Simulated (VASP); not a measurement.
Runs of VASP 6.6.1 on I. The structure is that of space group Im-3m (No. 229), or close to it. The cells are those of the table. 

```csv
task,cell,cutoff (eV),gap on the mesh (eV),pressure (GPa)
single point,"a = 3.338 Å, angles 70.5, 109.5, 70.5°, 1 atom",520,none,9.9
single point,"a = 3.213 Å, angles 70.5, 109.5, 70.5°, 1 atom",520,none,(a)
single point,"a = 3.608 Å, angles 70.5, 109.5, 70.5°, 1 atom",520,none,0.0
single point,"a = 3.437 Å, angles 70.5, 109.5, 70.5°, 1 atom",520,none,4.9
relaxation of cell and atoms,"relaxed from a = 3.490 Å, angles 70.5, 109.5, 70.5°, 1 atom",600,none,0.0
relaxation of cell and atoms,"relaxed to 5 GPa from a = 3.490 Å, angles 70.5, 109.5, 70.5°, 1 atom",600,none,5.0
relaxation of cell and atoms,"relaxed to 20 GPa from a = 3.490 Å, angles 70.5, 109.5, 70.5°, 1 atom",600,none,20.1
relaxation of cell and atoms,"relaxed to 10 GPa from a = 3.490 Å, angles 70.5, 109.5, 70.5°, 1 atom",600,none,9.9
```

Alike in all rows: level PBE; potentials or basis VASP PAW PBE potentials, release 64 (I); no spin polarisation; k mesh 9 × 9 × 9; smearing fermi-dirac 0.02 eV.

Task: Estimate the missing entries.

Result: (a) 19.9.

Caveats: spin-orbit coupling is left out, which moves the levels of the heavy elements; an odd number of electrons without spin polarisation forces a metal; a magnetic or distorted state may lie lower; the cell stands under pressure (at least some runs); the cell is relaxed towards a set pressure, so the run minimises the enthalpy, not the energy (at least some runs).

A k mesh can miss the band edges, and the runs leave out spin-orbit coupling on I.

A gap of «none» marks levels without a gap at the run's occupations.
